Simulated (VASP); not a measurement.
Here is a VASP 6.6.1 calculation.

INCAR

```
PREC = Accurate ; ENCUT = 520
EDIFF = 1E-6 ; ISMEAR = 0
SIGMA = 0.05 ; LREAL = False
LASPH = True ; NELM = 60
ALGO = Normal ; ISIF = 2
LWAVE = False ; LCHARG = False
GGA = PE ; NBANDS = 15
```

Contents of KPOINTS:

```
Automatic mesh
0
Gamma
  10 10 10
```

POSCAR

```
BaS
1.0
    0.0000000000      3.2142043034      3.2142043034
    3.2142043034      0.0000000000      3.2142043034
    3.2142043034      3.2142043034      0.0000000000
Ba S
1 1
Direct
    0.5124447596      0.5124447596      0.4875552404
    0.0000000000      0.0000000000      0.0000000000
```

Potentials or basis: VASP PAW PBE potentials, release 64 (Ba_sv, S).

Command:

```sh
$ cat potpaw_PBE.64/Ba_sv/POTCAR potpaw_PBE.64/S/POTCAR > POTCAR
$ mpirun -np 1 vasp_std > vasp.out
```

(1) Predict the band gap on the k mesh.

(2) Predict the pressure.

Answers

(1) 2.15 eV, indirect (least direct gap 2.29 eV).

(2) 0.6 GPa.

Caveat: the cell differs from its parent crystal (atom 1 (Ba) moved 0.08 Å along z); spin-orbit coupling is left out, which moves the levels of the heavy elements.
